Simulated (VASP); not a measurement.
A run of VASP 6.6.1 is set up as follows.

INCAR

```
SYSTEM = Sn
PREC     = Accurate       ! precision mode
ENCUT    = 520            ! plane-wave cutoff, eV
EDIFF    = 1E-6           ! SCF threshold, eV
ISMEAR   = 0              ! smearing method
SIGMA    = 0.15           ! smearing width, eV
LREAL    = .False.        ! projectors in reciprocal space
LASPH    = .True.         ! aspherical terms in the spheres
NELM     = 60             ! most SCF steps
ALGO     = Fast           ! electronic algorithm
ISIF     = 2              ! what is computed and relaxed
LWAVE    = .False.        ! write WAVECAR
LCHARG   = .False.        ! write CHGCAR
GGA      = PE             ! functional
IVDW     = 12             ! dispersion correction
NBANDS   = 13             ! bands
```

File KPOINTS:

```
regular mesh
0
Gamma
  24 24 24
  0 0 0
```

Contents of POSCAR:

```
Sn
1.0
   -1.7544065426      1.7853194360      2.1674907457
    1.7544065426     -1.7853194360      2.1674907457
    1.7544065426      1.7853194360     -2.1674907457
Sn
1
Direct
    0.0000000000      0.0000000000      0.0000000000
```

Potentials or basis: VASP PAW PBE potentials, release 64 (Sn_d).

Command:

```sh
$ cat potpaw_PBE.64/Sn_d/POTCAR > POTCAR
$ mpirun -np 1 vasp_std > vasp.out
```

(1) What does it give for the band gap on the k mesh?

(2) Estimate the pressure.

(3) Predict the dispersion energy per atom.

Answers

(1) zero (bands 7 and 8 overlap by 9.81 eV).

(2) -0.9 GPa.

(3) -0.385 eV.

Caveat: the cell differs from its parent crystal (strain +0.0175 x Voigt [0, 1, 0, 0, 0, 0]); spin-orbit coupling is left out, which moves the levels of the heavy elements.
